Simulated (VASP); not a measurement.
A run of VASP 6.6.1:

File INCAR:

```
SYSTEM = TaC
PREC = Accurate
ENCUT = 600
EDIFF = 1E-6
ISMEAR = -1
SIGMA = 0.1
LREAL = .False.
LASPH = .True.
NELM = 120
ALGO = Normal
ISIF = 2
LWAVE = .False.
LCHARG = .False.
GGA = PS
IVDW = 12
NBANDS = 14
GGA_COMPAT = .False.
```

The input KPOINTS:

```
Automatic mesh
0
Gamma
  11 11 11
  0 0 0
```

POSCAR

```
TaC
1.0
    0.0000000000      2.2230000000      2.2230000000
    2.2230000000      0.0000000000      2.2230000000
    2.2230000000      2.2230000000      0.0000000000
Ta C
1 1
Direct
    0.0000000000      0.0000000000      0.0000000000
    0.5000000000      0.5000000000      0.5000000000
```

Potentials or basis: VASP PAW PBE potentials, release 64 (Ta_pv, C).

Run with:

```console
$ cat potpaw_PBE.64/Ta_pv/POTCAR potpaw_PBE.64/C/POTCAR > POTCAR
$ mpirun -np 1 vasp_std > vasp.out
```

Hardware: 1 thread of Intel(R) Xeon(R) 6975P-C (Granite Rapids) (shared host).

Problem. Estimate the wall time of this run.

Solution. Run time: 24 s on 1 thread of Intel(R) Xeon(R) 6975P-C (Granite Rapids), on a shared host, peak memory 0.17 GiB. Counts: scf iterations 12, k points 56.
